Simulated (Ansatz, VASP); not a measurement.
## One calculation of Ti, two programs

```xyz
3
Lattice="2.8192 0.0000 0.0000 -0.9397 2.6580 0.0000 0.0000 0.0000 21.3264" Properties=species:S:1:pos:R:3 pbc="T T T"
Ti    0.9397    1.3290    4.0000
Ti    0.0000    0.0000    6.1694
Ti    0.9397    1.3290    8.3264
```

Alike in both runs: task single point; functional PBE; k mesh 10 × 10 × 1; occupations gaussian, width 0.1 eV; no spin polarisation.

|  | VASP | Ansatz |
| --- | --- | --- |
| version | VASP 6.6.1 | Ansatz 0.2.0 |
| potentials or method | VASP PAW PBE potentials, release 64 (Ti_sv), cutoff 520 eV | scalar-relativistic, plane waves, PAW |
| valence electrons in the cell | 36 | 36 |

Ansatz gave:

```
gap on the k mesh at the Fermi level (eV) : none
rms of the force components (eV/Å)        : 0.011
```

Q: What did VASP give for the same quantities?

A: gap on the k mesh at the Fermi level (eV): none; rms of the force components (eV/Å): 0.012.

Atom by atom the forces differ by 0.005 eV/Å (rms over components). A gap of «none» marks a metal or a gap that the smearing closes. Ansatz's warnings: vacuum below fermi.
